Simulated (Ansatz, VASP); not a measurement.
**One calculation of C, two programs**

Contents of INCAR:

```
ALGO = Normal
EDIFF = 1E-6
ENCUT = 520
GGA = PE
ISIF = 2
ISMEAR = 0
LASPH = T
LCHARG = F
LREAL = F
LWAVE = F
NBANDS = 31
NELM = 60
PREC = Accurate
SIGMA = 0.05
```

KPOINTS

```
k-points
0
Gamma
  12 12 12
```

The input POSCAR:

```
C
1.0
    1.2724000000      0.7346204825     10.0905666667
   -1.2724000000      0.7346204825     10.0905666667
    0.0000000000     -1.4692409650     10.0905666667
C
10
Direct
    0.0248257000      0.0248257000      0.0248257000
    0.9751743000      0.9751743000      0.9751743000
    0.1086810650      0.1086810650      0.1086810650
    0.8913189350      0.8913189350      0.8913189350
    0.1583663742      0.1583663742      0.1583663742
    0.8416336258      0.8416336258      0.8416336258
    0.3748589682      0.3748589682      0.3748589682
    0.6251410318      0.6251410318      0.6251410318
    0.4253192967      0.4253192967      0.4253192967
    0.5746807033      0.5746807033      0.5746807033
```

Input for Ansatz:

```yaml
crystal:
  lattice:
    - [1.2724, 0.7346204825, 10.0905666667]
    - [-1.2724, 0.7346204825, 10.0905666667]
    - [0.0, -1.469240965, 10.0905666667]
  atoms:
    - { symbol: C, position: [0.0248257, 0.0248257, 0.0248257] }
    - { symbol: C, position: [0.9751743, 0.9751743, 0.9751743] }
    - { symbol: C, position: [0.108681065, 0.108681065, 0.108681065] }
    - { symbol: C, position: [0.891318935, 0.891318935, 0.891318935] }
    - { symbol: C, position: [0.1583663742, 0.1583663742, 0.1583663742] }
    - { symbol: C, position: [0.8416336258, 0.8416336258, 0.8416336258] }
    - { symbol: C, position: [0.3748589682, 0.3748589682, 0.3748589682] }
    - { symbol: C, position: [0.6251410318, 0.6251410318, 0.6251410318] }
    - { symbol: C, position: [0.4253192967, 0.4253192967, 0.4253192967] }
    - { symbol: C, position: [0.5746807033, 0.5746807033, 0.5746807033] }
basis:
  ecutwfc: 520.0
kpoints:
  mp_grid: { grid: [12, 12, 12] }
hamiltonian:
  xc: pbe
  pseudopotentials: { kind: paw, azcp: { folder: soft_1 } }
scf:
  occupations: { method: gaussian, width: 0.05 }
output:
  forces: true
  stress: true
  eigenvalues: true
```

Alike in both runs: task single point; functional PBE; k mesh 12 × 12 × 12; occupations gaussian, width 0.05 eV; no spin polarisation.

|  | VASP | Ansatz |
| --- | --- | --- |
| version | VASP 6.6.1 | Ansatz 0.2.0 |
| potentials or method | VASP PAW PBE potentials, release 64 (C), cutoff 520 eV | scalar-relativistic, plane waves, PAW |
| valence electrons in the cell | 40 | 40 |

|  | VASP | Ansatz | Ansatz less VASP |
| --- | --- | --- | --- |
| gap on the k mesh at the Fermi level (eV) | 4.11 | 4.12 | +0.011 |
| least direct gap on the mesh (eV) | 4.93 | 4.94 | +0.007 |
| pressure (GPa) | 4.6 | 4.0 | -0.65 |
| traceless stress, the component that is largest in VASP (GPa) | 30.66 | 30.50 | -0.167 |
| rms of the force components (eV/Å) | 0.106 | 0.100 | -0.0060 |

Atom by atom the forces differ by 0.006 eV/Å (rms over components). With one functional, cell and mesh, what is left measures potentials, basis and numerics.
